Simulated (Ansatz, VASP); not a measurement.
One calculation of HgTe, two programs

```
Hg Te
1.0
     0.00000    3.21450    3.21450
     3.21450    0.00000    3.21450
     3.21450    3.21450    0.00000
Hg Te
1 1
Cartesian
  0.0000 0.0000 0.0000
  1.6073 1.6073 1.6073
```

Alike in both runs: task single point; functional r2SCAN; k mesh 12 × 12 × 12; occupations gaussian, width 0.1 eV; no spin polarisation.

|  | VASP | Ansatz |
| --- | --- | --- |
| version | VASP 6.6.1 | Ansatz 0.2.0 |
| potentials or method | VASP PAW PBE potentials, release 64 (Hg, Te), cutoff 520 eV | scalar-relativistic, plane waves, PAW |
| valence electrons in the cell | 18 | 36 |

|  | VASP | Ansatz | Ansatz less VASP |
| --- | --- | --- | --- |
| gap on the k mesh at the Fermi level (eV) | none | none | - |
| pressure (GPa) | 3.2 | 3.1 | -0.08 |

VASP's potentials were made for PBE, not for r2SCAN. A gap of «none» marks a metal or a gap that the smearing closes. With one functional, cell and mesh, what is left measures potentials, basis and numerics. VASP's potentials hold 18 valence electrons a cell and Ansatz's 36, so a difference there can come from the potentials and not from the codes.

Neither program's run includes spin-orbit coupling.
